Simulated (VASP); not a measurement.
Input of a VASP 6.6.1 run:

POSCAR

```
MgO
1.0
    0.0935610083      2.0908302711      2.0908302711
    2.0908302711      0.0935610083      2.0908302711
    2.0908302711      2.0908302711      0.0935610083
Mg O
1 1
Direct
    0.0000000000      0.0000000000      0.0000000000
    0.5000000000      0.5000000000      0.5000000000
```

INCAR.step1

```
ALGO     = Normal         # electronic algorithm
EDIFF    = 1E-5           # SCF threshold, eV
ENCUT    = 920            # plane-wave cutoff, eV
GGA      = PE             # functional
GGA_COMPAT= False        
ISMEAR   = 0              # smearing method
LASPH    = True           # aspherical terms in the spheres
LCHARG   = False          # write CHGCAR
LREAL    = False          # projectors in reciprocal space
LWAVE    = True           # write WAVECAR
NBANDS   = 15             # bands
NELM     = 120            # most SCF steps
PREC     = Accurate       # precision mode
SIGMA    = 0.01           # smearing width, eV
```

The input INCAR.step2:

```
ALGO     = Normal         # electronic algorithm
EDIFF    = 1E-6           # SCF threshold, eV
ENCUT    = 920            # plane-wave cutoff, eV
GGA_COMPAT= False        
ISIF     = 2              # what is computed and relaxed
ISMEAR   = 0              # smearing method
ISTART   = 1            
LASPH    = True           # aspherical terms in the spheres
LCHARG   = False          # write CHGCAR
LMIXTAU  = True         
LREAL    = False          # projectors in reciprocal space
LWAVE    = False          # write WAVECAR
METAGGA  = R2SCAN         # meta-GGA
NBANDS   = 15             # bands
NELM     = 120            # most SCF steps
PREC     = Accurate       # precision mode
SIGMA    = 0.01           # smearing width, eV
```

The input KPOINTS:

```
k-points
0
Gamma
  10 10 10
```

Potentials or basis: VASP PAW PBE potentials, release 64 (Mg_sv, O).

Launch:

```bash
$ cat potpaw_PBE.64/Mg_sv/POTCAR potpaw_PBE.64/O/POTCAR > POTCAR
$ cp INCAR.step1 INCAR
$ mpirun -np 1 vasp_std > vasp.out
$ cp INCAR.step2 INCAR
$ mpirun -np 1 vasp_std > vasp.out
```

Problem. Predict the pressure.

Solution. 18.0 GPa.

Problem. Predict the band gap on the k mesh.

Solution. 6.30 eV.

Stress tensor (GPa, compression positive):
```
18.01 -8.54 -8.54
-8.54 18.01 -8.54
-8.54 -8.54 18.01
```

Caveat: the cell differs from its parent crystal (epitaxial 111 strain -5.0%); the cell stands under pressure; the PAW data sets were made with another functional, which shifts forces and pressure a little.
